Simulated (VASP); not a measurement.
Here is a VASP 6.6.1 calculation.

INCAR

```
SYSTEM = LiTbH4
PREC = Accurate
ENCUT = 750
EDIFF = 1E-6
ISMEAR = 0
SIGMA = 0.1
LREAL = .FALSE.
LASPH = .TRUE.
NELM = 200
ALGO = Normal
ISIF = 2
LWAVE = .FALSE.
LCHARG = .FALSE.
GGA = PE
NBANDS = 17
GGA_COMPAT = .FALSE.
LMAXMIX = 6
```

The input KPOINTS:

```
regular mesh
0
G
  6 6 6
  0 0 0
```

Contents of POSCAR:

```
LiTbH4
1.0
    0.0000000000      3.0508735596      3.0508735596
    3.0508735596      0.0000000000      3.0508735596
    3.0508735596      3.0508735596      0.0000000000
Li Tb H
1 1 4
Direct
    0.0000000000      0.0000000000      0.0000000000
    0.5000000000      0.5000000000      0.5000000000
    0.1471105449      0.5586683652      0.1471105449
    0.1471105449      0.1471105449      0.1471105449
    0.5586683652      0.1471105449      0.1471105449
    0.1471105449      0.1471105449      0.5586683652
```

Potentials or basis: VASP PAW PBE potentials, release 64 (Li_sv, Tb_3, H), 4f in core.

Run with:

```console
$ cat potpaw_PBE.64/Li_sv/POTCAR potpaw_PBE.64/Tb_3/POTCAR potpaw_PBE.64/H/POTCAR > POTCAR
$ mpirun -np 1 vasp_std > vasp.out
```

Q: Predict the band gap on the k mesh.

A: 1.21 eV (least direct gap 1.22 eV).

Q: What does it give for the pressure?

A: -0.1 GPa.

Q: Predict the largest force.

A: 0.019 eV/Å.

Forces in eV/Å, atoms in the order of the input:
```
Li   0.000  0.000  0.000
Tb   0.000  0.000  0.000
H   -0.011  0.011 -0.011
H    0.011  0.011  0.011
H    0.011 -0.011 -0.011
H   -0.011 -0.011  0.011
```

Caveat: spin-orbit coupling is left out, which moves the levels of the heavy elements; the 4f electrons are frozen in the core, so they carry no moment and show no levels. Spin polarisation is off, so any magnetic state and its effect on volume and gap are missing.
